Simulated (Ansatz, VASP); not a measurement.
## One calculation of GeMo, two programs

```
Mo Ge
1.0
     0.00000    2.24873    2.24873
     2.24873    0.00000    2.24873
     2.24873    2.24873    0.00000
Mo Ge
1 1
Cartesian
  0.0000 0.0000 0.0000
  2.2487 2.2487 2.2487
```

Change from the starting cell: volume scaled by 0.68, PAW files.

Alike in both runs: task single point; functional r2SCAN; k mesh 14 × 14 × 14; occupations fermi-dirac, width 0.08 eV; no spin polarisation.

|  | VASP | Ansatz |
| --- | --- | --- |
| version | VASP 6.6.1 | Ansatz 0.2.0 |
| potentials or method | VASP PAW PBE potentials, release 64 (Mo_sv, Ge_d) | PAW with Ansatz's default frozen-core files, scalar-relativistic |
| plane-wave cutoff (eV) | 520 | 500 |
| valence electrons in the cell | 28 | 28 |

```csv
,VASP,Ansatz,Ansatz less VASP
pressure (GPa),150.6,148.4,-2.18
```

VASP's potentials were made for PBE, not for r2SCAN. Both programs put the cell under a high pressure, so it lies far from rest at this level. With one functional, cell and mesh, what is left measures potentials, basis and numerics.

Noted on VASP's run: the cell as given lies far from equilibrium.
